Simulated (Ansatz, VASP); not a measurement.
# BeTe in VASP and in Ansatz

```
Be Te
1.0
     0.00000    2.81500    2.81500
     2.81500    0.00000    2.81500
     2.81500    2.81500    0.00000
Be Te
1 1
Direct
  0.00000 0.00000 0.00000
  0.25000 0.25000 0.25000
```

Alike in both runs: task relaxation of cell and atoms; functional r2SCAN; k mesh 8 × 8 × 8; occupations gaussian, width 0.02 eV; no spin polarisation.

```csv
,VASP,Ansatz
version,VASP 6.6.1,Ansatz 0.2.0
potentials or method,"VASP PAW PBE potentials, release 64 (Be, Te), cutoff 660 eV","scalar-relativistic, plane waves, PAW"
valence electrons in the cell,8,18
```

Ansatz gave:

| Item | Value |
| --- | --- |
| gap on the k mesh at the Fermi level, each at its own relaxed structure (eV) | 2.38 |
| relaxed volume (Å³/atom) | 22.63 |
| relaxed cell length with the largest relative difference (Å) | 4.000 |

Problem. What did VASP give for the same quantities?

Solution. gap on the k mesh at the Fermi level, each at its own relaxed structure (eV): 2.38; relaxed volume (Å³/atom): 22.70; relaxed cell length with the largest relative difference (Å): 4.004.

VASP's potentials were made for PBE, not for r2SCAN. VASP's potentials hold 8 valence electrons a cell and Ansatz's 18, so a difference there can come from the potentials and not from the codes.

Neither program's run includes spin-orbit coupling.
